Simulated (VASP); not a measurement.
Here is a VASP 6.6.1 calculation.

Contents of INCAR:

```
PREC     = Accurate       # precision mode
ENCUT    = 520            # plane-wave cutoff, eV
EDIFF    = 1E-7           # SCF threshold, eV
ISMEAR   = -1             # smearing method
SIGMA    = 0.05           # smearing width, eV
LREAL    = False          # projectors in reciprocal space
LASPH    = True           # aspherical terms in the spheres
NELM     = 60             # most SCF steps
ALGO     = Normal         # electronic algorithm
ISIF     = 2              # what is computed and relaxed
LWAVE    = False          # write WAVECAR
LCHARG   = False          # write CHGCAR
GGA      = PE             # functional
NBANDS   = 48             # bands
```

The input KPOINTS:

```
regular mesh
0
Gamma
  6 6 2
```

Contents of POSCAR:

```
InSe
1.0
    4.0473293151      0.0000000000      0.0000000000
   -2.0236646576      3.5050900044      0.0000000000
    0.0000000000      0.0000000000     17.8715442609
In Se
4 4
Direct
    0.3333333333      0.6666666667      0.0773904900
    0.3333333333      0.6666666667      0.9226095100
    0.0000000000      0.0000000000      0.4226063200
    0.0000000000      0.0000000000      0.5773936800
    0.3333333333      0.6666666667      0.3529842800
    0.3333333333      0.6666666667      0.6470157200
    0.6666666667      0.3333333333      0.1469999300
    0.6666666667      0.3333333333      0.8530000700
```

Potentials or basis: VASP PAW PBE potentials, release 64 (In_d, Se).

The run is started by

```console
$ cat potpaw_PBE.64/In_d/POTCAR potpaw_PBE.64/Se/POTCAR > POTCAR
$ mpirun -np 1 vasp_std > vasp.out
```

Q: What does it give for the largest force?

A: 0.337 eV/Å.

Q: Estimate the band gap on the k mesh.

A: 0.68 eV, direct.

Q: What does it give for the pressure?

A: 1.9 GPa.

Forces on the atoms (eV/Å):
```
In   0.000  0.000 -0.041
In   0.000  0.000  0.041
In   0.000  0.000  0.040
In   0.000  0.000 -0.040
Se   0.000  0.000 -0.336
Se   0.000  0.000  0.336
Se   0.000  0.000  0.337
Se   0.000  0.000 -0.337
```

Caveat: spin-orbit coupling is left out, which moves the levels of the heavy elements; this functional lacks dispersion, which binds the layers, so the pressure and a relaxed spacing across them are unreliable. A k mesh can miss the band edges.
